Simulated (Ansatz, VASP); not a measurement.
## One calculation of MgO, two programs

The input INCAR:

```
SYSTEM = MgO
PREC = Accurate
ENCUT = 840
EDIFF = 1E-6
ISMEAR = 0
SIGMA = 0.02
LREAL = .FALSE.
LASPH = .TRUE.
NELM = 120
ALGO = Normal
ISIF = 2
LWAVE = .FALSE.
LCHARG = .FALSE.
GGA = PE
NBANDS = 15
GGA_COMPAT = .FALSE.
```

KPOINTS

```
regular mesh
0
G
  6 6 6
  0 0 0
```

POSCAR

```
MgO
1.0
    0.0000000000      2.1085000000      2.1085000000
    2.1085000000      0.0000000000      2.1085000000
    2.1085000000      2.1085000000      0.0000000000
Mg O
1 1
Direct
    0.0000000000      0.0000000000      0.0000000000
    0.5000000000      0.5000000000      0.5000000000
```

Input for Ansatz:

```yaml
crystal:
  lattice:
    - [0.0, 2.1085, 2.1085]
    - [2.1085, 0.0, 2.1085]
    - [2.1085, 2.1085, 0.0]
  atoms:
    - { symbol: Mg, position: [0.0, 0.0, 0.0] }
    - { symbol: O, position: [0.5, 0.5, 0.5] }
basis:
  ecutwfc: 420
kpoints:
  mp_grid: { grid: [6, 6, 6] }
hamiltonian:
  xc: pbe
scf:
  occupations: { method: gaussian, width: 0.02 }
output:
  forces: true
  stress: true
  eigenvalues: true
```

Alike in both runs: task single point; functional PBE; k mesh 6 × 6 × 6; occupations gaussian, width 0.02 eV; no spin polarisation.

|  | VASP | Ansatz |
| --- | --- | --- |
| version | VASP 6.6.1 | Ansatz 0.2.0 |
| potentials or method | VASP PAW PBE potentials, release 64 (Mg_sv, O), cutoff 840 eV | scalar-relativistic, plane waves, PAW |
| valence electrons in the cell | 16 | 16 |

VASP gave:

```
gap on the k mesh at the Fermi level (eV) : 4.71
least direct gap on the mesh (eV)         : 4.71
pressure (GPa)                            : 4.2
```

Question: What did Ansatz give for the same quantities?

Answer: gap on the k mesh at the Fermi level (eV): 4.71; least direct gap on the mesh (eV): 4.71; pressure (GPa): 4.1.

The k mesh is coarse, so the values compare programs but aren't converged.
